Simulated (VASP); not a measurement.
# C (Fddd) in VASP: a series of runs

The runs below take C through single point, with LDA.

All numbers are computed with VASP 6.6.1; they aren't measurements. Logs are shortened: lines on timing, memory, paths and dates and some standing lists are left out, and cuts for length are marked.

### Step 1. The cell of the first run

The structure is orthorhombic, space group Fddd (No. 70). Conventional cell: a = 3.033 Å, b = 3.470 Å, c = 4.092 Å, α = 90.00°, β = 90.00°, γ = 90.00°. Within 2.1 Å of C (site symmetry 222) lie 4 C at 1.54 Å.

### Step 2. Single point, LDA

Input file INCAR:

```
PREC = Accurate
ENCUT = 520
EDIFF = 1E-6
ISMEAR = 0
SIGMA = 0.05
LREAL = F
LASPH = T
NELM = 80
ALGO = Normal
ISIF = 2
LWAVE = F
LCHARG = F
NBANDS = 11
```

Input file KPOINTS:

```
regular mesh
0
Gamma
  12 12 12
```

Input file POSCAR:

```
C
1.0
    0.0000000000      2.0460861110      1.7348691297
    1.5163550790      0.0000000000      1.7348691297
    1.5163550790      2.0460861110      0.0000000000
C
2
Direct
    0.5000000000      0.5000000000      0.5000000000
    0.7500000000      0.7500000000      0.7500000000
```

Potentials or basis: VASP PAW LDA potentials, release 64 (C).

On the command line:

```
$ cat potpaw_LDA.64/C/POTCAR > POTCAR
$ mpirun -np 1 vasp_std > vasp.out
```

OUTCAR:

```text
PREC = Accurate
   ENCUT = 520
   EDIFF = 1E-6
   ISMEAR = 0
   LREAL = F
   LASPH = T
   NELM = 80
   ISIF = 2

 ion  position               nearest neighbor table
   1  0.500  0.500  0.500-   2 1.54   2 1.54   2 1.54   2 1.54
   2  0.750  0.750  0.750-   1 1.54   1 1.54   1 1.54   1 1.54

  LATTYP: Found a face centered orthorhombic cell.
 ALAT       =     3.0327101580
 B/A-ratio  =     1.1441048035
 C/A-ratio  =     1.3493449782

  Lattice vectors:

 A1 = (   0.0000000000,   2.0460861110,  -1.7348691297)
 A2 = (   1.5163550790,   2.0460861110,   0.0000000000)
 A3 = (   1.5163550790,   0.0000000000,  -1.7348691297)

Analysis of symmetry for initial positions (statically):
=====================================================================
 Subroutine PRICEL returns:
 Original cell was already a primitive cell.

 Routine SETGRP: Setting up the symmetry group for a
 face centered orthorhombic supercell.

 Subroutine GETGRP returns: Found  8 space group operations
 (whereof  4 operations were pure point group operations)
 out of a pool of  8 trial point group operations.

The static configuration has the point symmetry D_2 .
 The point group associated with its full space group is D_2h.

Analysis of symmetry for dynamics (positions and initial velocities):
=====================================================================
 Subroutine PRICEL returns:
 Original cell was already a primitive cell.

 Routine SETGRP: Setting up the symmetry group for a
 face centered orthorhombic supercell.

 Subroutine GETGRP returns: Found  8 space group operations
 (whereof  4 operations were pure point group operations)
 out of a pool of  8 trial point group operations.

The dynamic configuration has the point symmetry D_2 .
 The point group associated with its full space group is D_2h.

 Subroutine INISYM returns: Found  8 space group operations
 (whereof  4 operations are pure point group operations),
 and found     1 'primitive' translations

----------------------------------------------------------------------------------------

                                     Primitive cell

  volume of cell :      10.7652

  direct lattice vectors                    reciprocal lattice vectors
     0.000000000  2.046086111  1.734869130    -0.329738072  0.244368992  0.288206177
     1.516355079  0.000000000  1.734869130     0.329738072 -0.244368992  0.288206177
     1.516355079  2.046086111  0.000000000     0.329738072  0.244368992 -0.288206177

  length of vectors
     2.682580711  2.304149219  2.546723601     0.501503939  0.501503939  0.501503939

  position of ions in fractional coordinates (direct lattice)
     0.500000000  0.500000000  0.500000000
     0.750000000  0.750000000  0.750000000

  ion indices of the primitive-cell ions
   primitive index   ion index
                 1           1
                 2           2

----------------------------------------------------------------------------------------

 KPOINTS: regular mesh

Automatic generation of k-mesh.
 Grid dimensions read from file:
 generate k-points for:   12   12   12

 Generating k-lattice:

  Cartesian coordinates                     Fractional coordinates (reciprocal lattice)
    -0.027478173  0.020364083  0.024017181     0.083333333  0.000000000  0.000000000
     0.027478173 -0.020364083  0.024017181    -0.000000000  0.083333333 -0.000000000
     0.027478173  0.020364083 -0.024017181     0.000000000  0.000000000  0.083333333

  Length of vectors
     0.041791995  0.041791995  0.041791995

  Shift w.r.t. Gamma in fractional coordinates (k-lattice)
     0.000000000  0.000000000  0.000000000

 Subroutine IBZKPT returns following result:
 ===========================================

 Found    280 irreducible k-points:

 Following reciprocal coordinates:
            Coordinates               Weight
  0.000000  0.000000  0.000000      1.000000
  0.083333  0.000000  0.000000      8.000000
  0.166667  0.000000  0.000000      8.000000
  0.250000  0.000000  0.000000      8.000000
  0.333333  0.000000  0.000000      8.000000
  0.416667  0.000000  0.000000      8.000000
[... 16 lines left out ...]
  0.500000  0.166667  0.000000      8.000000
 -0.416667  0.166667  0.000000      8.000000
 [... further k-points ...]
   k-points           NKPTS =    280   k-points in BZ     NKDIM =    280   number of bands    NBANDS=     11
   number of dos      NEDOS =    301   number of ions     NIONS =      2
   total plane-waves  NPLWV =   7200
   dimension x,y,z NGX =    20 NGY =   18 NGZ =   20
   dimension x,y,z NGXF=    40 NGYF=   36 NGZF=   40
   ions per type =               2
   NGX,Y,Z   is equivalent  to a cutoff of  12.39, 12.99, 13.06 a.u.
   NGXF,Y,Z  is equivalent  to a cutoff of  24.79, 25.97, 26.11 a.u.
 SYSTEM =  unknown system
   PREC   = accura    normal or accurate (medium, high low for compatibility)
   ISTART =      0    job   : 0-new  1-cont  2-samecut
   ICHARG =      2    charge: 1-file 2-atom 10-const
   ISPIN  =      1    spin polarized calculation?
   LNONCOLLINEAR =      F non collinear calculations
   LSORBIT =      F    spin-orbit coupling
   LASPH  =      T    aspherical Exc in radial PAW
   ENCUT  =  520.0 eV  38.22 Ry    6.18 a.u.   4.99  4.28  4.74*2*pi/ulx,y,z
   NELM   =     80;   NELMIN=  2; NELMDL= -5     # of ELM steps
   EDIFF  = 0.1E-05   stopping-criterion for ELM
   LREAL  =      F    real-space projection
   EDIFFG = 0.1E-04   stopping-criterion for IOM
   NSW    =      0    number of steps for IOM
   IBRION =     -1    ionic relax: 0-MD 1-quasi-New 2-CG
   NFREE  =      0    steps in history (QN), initial steepest desc. (CG)
   ISIF   =      2    stress and relaxation
   ISYM   =      2    0-nonsym 1-usesym 2-fastsym
   POTIM  = 0.5000    time-step for ionic-motion
   TEBEG  =    0.0;   TEEND  =   0.0 temperature during run
   PSTRESS=    0.0 pullay stress
   NELECT =       8.0000    total number of electrons
   NUPDOWN=      -1.0000    fix difference up-down
   EMIN   =  10.00;   EMAX   =-10.00  energy-range for DOS
   EFERMI =   0.00;   METHOD = LEGACY
   ISMEAR =     0;   SIGMA  =   0.05  broadening in eV -4-tet -1-fermi 0-gaus
   EFERMI_NEDOS =   21; number of points for ismear=-14 and -15
   IALGO  =     38    algorithm
   IMIX   =      4    mixing-type and parameters
     AMIX     =   0.40;   BMIX     =  1.00
     AMIX_MAG =   1.60;   BMIX_MAG =  1.00
  volume/ion in A,a.u.               =       5.38        36.32
  Fermi-wavevector in a.u.,A,eV,Ry     =   1.482851  2.802183 29.917149  2.198848
  Thomas-Fermi vector in A             =   2.596586
   LORBIT       =      0    0 simple, 1 ext, 2 COOP (PROOUT), +10 PAW based schemes
   GGA     = CA    functional components
   LHFCALC =     F    Hartree Fock is set to
   AEXX    =    0.0000 exact exchange contribution
   IVDW    =     0    specifies the selected vdW correction
   LEPSILON=     F    determine dielectric tensor
   LRPA    =     F    only Hartree local field effects (RPA)
 non-spin polarized calculation
 Gauss-broadening in eV      SIGMA  =   0.05
  energy-cutoff  :      520.00
  volume of cell :       10.77
 maximum number of plane-waves:       302
   NGX =  9   NGY =  9   NGZ =  9

 number of electron       8.0000000 magnetization

 Free energy of the ion-electron system (eV)
  ---------------------------------------------------
  ext. energy  EPLUGINS =         0.00000000
  ---------------------------------------------------
  free energy    TOTEN  =       -18.72816066 eV

  energy without entropy =      -18.72786028  energy(sigma->0) =      -18.72801047

 E-fermi :  12.0702     XC(G=0): -13.8194

 val. band max:       12.0467160673   @ k =  -0.0833   0.0000   0.0833
 cond. band min:      12.0750295911   @ k =  -0.0833   0.3333   0.3333
 fundamental gap:      0.0283135238
 Fermi energy:        12.0701583777

 k-point     1 :       0.0000    0.0000    0.0000
  band No.  band energies     occupation
      1     -11.4308      2.00000
      2       7.6871      2.00000
      3      11.5373      2.00000
      4      12.6544      0.00000
      5      15.2022      0.00000
      6      16.8428      0.00000
      7      18.8387      0.00000
      8      23.0619      0.00000
      9      30.8720      0.00000
     10      31.1070      0.00000
     11      32.6223      0.00000

 k-point     2 :       0.0833    0.0000    0.0000
  band No.  band energies     occupation
      1     -11.2240      2.00000
      2       7.3084      2.00000
      3      10.6911      2.00000
      4      12.0877      0.62063
      5      15.3790      0.00000
      6      17.1193      0.00000
      7      19.5876      0.00000
      8      23.2338      0.00000
      9      30.1668      0.00000
     10      31.4343      0.00000
     11      34.4846      0.00000

 k-point     3 :       0.1667    0.0000    0.0000
  band No.  band energies     occupation
      1     -10.6057      2.00000
      2       6.1372      2.00000
      3       8.6926      2.00000
      4      11.3987      2.00000
      5      15.4889      0.00000
      6      17.7608      0.00000
      7      20.9915      0.00000
      8      23.8324      0.00000
      9      29.9433      0.00000
     10      32.2962      0.00000
     11      35.4516      0.00000

 k-point     4 :       0.2500    0.0000    0.0000
  band No.  band energies     occupation
      1      -9.5828      2.00000
      2       3.9713      2.00000
      3       7.0801      2.00000
      4      10.8541      2.00000
      5      15.2820      0.00000
      6      18.5248      0.00000
      7      22.2075      0.00000
      8      24.8232      0.00000
      9      30.2829      0.00000
     10      33.5795      0.00000
     11      34.8878      0.00000
[... 239 lines left out ...]
 k-point    22 :       0.4167    0.1667    0.0000
  band No.  band energies     occupation
      1      -6.9388      2.00000
      2       0.9319      2.00000
      3       5.1492      2.00000
      4       7.9408      2.00000
      5      16.1172      0.00000
      6      18.6518      0.00000
      7      23.5558      0.00000
      8      25.7680      0.00000
      9      31.0047      0.00000
     10      31.1024      0.00000
     11      38.8505      0.00000

 k-point    23 :       0.5000    0.1667    0.0000
  band No.  band energies     occupation
      1      -5.1606      2.00000
      2      -1.5229      2.00000
      3       4.6085      2.00000
      4       7.5349      2.00000
      5      16.1053      0.00000
      6      19.1484      0.00000
      7      25.1539      0.00000
      8      25.5838      0.00000
      9      30.3373      0.00000
     10      32.6637      0.00000
     11      40.3868      0.00000

 k-point    24 :      -0.4167    0.1667    0.0000
  band No.  band energies     occupation
      1      -4.5979      2.00000
      2      -2.1915      2.00000
      3       4.3415      2.00000
      4       7.3748      2.00000
      5      16.1910      0.00000
      6      19.4771      0.00000
      7      24.7737      0.00000
      8      26.3060      0.00000
      9      30.6014      0.00000
     10      34.0404      0.00000
     11      39.2404      0.00000

 [... further k-points ...]
[... 5 lines left out ...]
  --------------------------------------------------------------------------------------
  -------------------------------------------------------------------------------------
  Total        8.9307679    -10.6578710      4.5760686      0.0000000      0.0000000      0.0000000
  in kB     1329.1618039  -1586.2057095    681.0540437      0.0000000      0.0000000      0.0000000
  external PRESSURE =     141.3367127 kB  Pullay stress =       0.0000000 kB

 VOLUME and BASIS-vectors are now :
 -----------------------------------------------------------------------------
  energy-cutoff  :      520.00
  volume of cell :       10.77
      direct lattice vectors                 reciprocal lattice vectors
     0.000000000  2.046086111  1.734869130    -0.329738072  0.244368992  0.288206177
     1.516355079  0.000000000  1.734869130     0.329738072 -0.244368992  0.288206177
     1.516355079  2.046086111  0.000000000     0.329738072  0.244368992 -0.288206177

 POSITION                                       TOTAL-FORCE (eV/Angst)
 -----------------------------------------------------------------------------------
      1.51636      2.04609      1.73487         0.000000      0.000000     -0.000000
      2.27453      3.06913      2.60230         0.000000     -0.000000      0.000000
 -----------------------------------------------------------------------------------
    total drift:                                0.000000     -0.000000      0.000000

  FREE ENERGIE OF THE ION-ELECTRON SYSTEM (eV)
  ---------------------------------------------------
  free  energy   TOTEN  =       -18.7281606636 eV

  energy  without entropy=      -18.7278602762  energy(sigma->0) =      -18.72801047
```

Run time: 40 s. Hardware: 1 thread of Intel Xeon 8259CL, shared host; peak memory 0.13 GiB.

Results:

```
Free energy            : -18.7282 eV
Pressure               : 14.1 GPa
Band gap on the k mesh : zero (band 4 reaches 12.65 eV, above the bottom of band 5 at 11.62 eV)
```

Caveat: the cell differs from its parent crystal (strain +e along x and -e along y -0.1500, strain +e along z and -e/2 along x and y -0.0175).

### Step 3. Single point, LDA

Input file INCAR:

```
SYSTEM = C
PREC     = Accurate       ! precision mode
ENCUT    = 520            ! plane-wave cutoff, eV
EDIFF    = 1E-7           ! SCF threshold, eV
ISMEAR   = 0              ! smearing method
SIGMA    = 0.05           ! smearing width, eV
LREAL    = .FALSE.        ! projectors in reciprocal space
LASPH    = .TRUE.         ! aspherical terms in the spheres
NELM     = 60             ! most SCF steps
ALGO     = Normal         ! electronic algorithm
ISIF     = 2              ! what is computed and relaxed
LWAVE    = .FALSE.        ! write WAVECAR
LCHARG   = .TRUE.         ! write CHGCAR
GGA      = CA             ! functional
LELF     = .TRUE.         ! ELF
LVHAR    = .TRUE.       
NBANDS   = 11             ! bands
```

Input file KPOINTS:

```
Automatic mesh
0
G
  12 12 12
  0 0 0
```

Input file POSCAR:

```
C
1.0
    0.0000000000      1.9798697320      1.7348691297
    1.5825714580      0.0000000000      1.7348691297
    1.5825714580      1.9798697320      0.0000000000
C
2
Direct
    0.5000000000      0.5000000000      0.5000000000
    0.7500000000      0.7500000000      0.7500000000
```

Potentials or basis: VASP PAW LDA potentials, release 64 (C).

On the command line:

```
$ cat potpaw_LDA.64/C/POTCAR > POTCAR
$ mpirun -np 1 vasp_std > vasp.out
```

It took 37 s on 1 thread of Intel Xeon 8259CL, shared host; peak memory 0.13 GiB.

Results (log left out):

```
Free energy            : -19.3806 eV
Pressure               : 8.6 GPa
Band gap on the k mesh : 0.32 eV, indirect (least direct gap 3.21 eV)
```

Stress tensor (GPa, compression positive):
```
 101.54    0.00    0.00
   0.00 -121.29    0.00
   0.00    0.00   45.58
```

Levels at points of the mesh, in eV from the valence-band top:
```
           k point  band 1  band 2  band 3  band 4  band 5  band 6  band 7  band 8  band 9
(0.00, 0.00, 0.00)  -23.43   -3.68   -0.89    0.00    3.21    4.34    5.95   11.91   18.48
(0.50, 0.00, 0.00)  -17.18  -15.27   -6.21   -2.53    3.55    7.32   10.99   14.51   20.09
(0.50, 0.50, 0.00)  -14.15  -14.15   -7.93   -7.93    3.31    3.31   13.55   13.55   20.24
(0.50, 0.00, 0.50)  -16.22  -16.22   -5.99   -5.99    6.34    6.34   14.46   14.46   19.77
(0.00, 0.50, 0.50)  -12.57  -12.57   -9.42   -9.42    0.97    0.97   15.09   15.09   22.29
```

Caveat: the cell differs from its parent crystal (strain +e along x and -e along y -0.1125, strain +e along z and -e/2 along x and y -0.0175). A k mesh can miss the band edges.
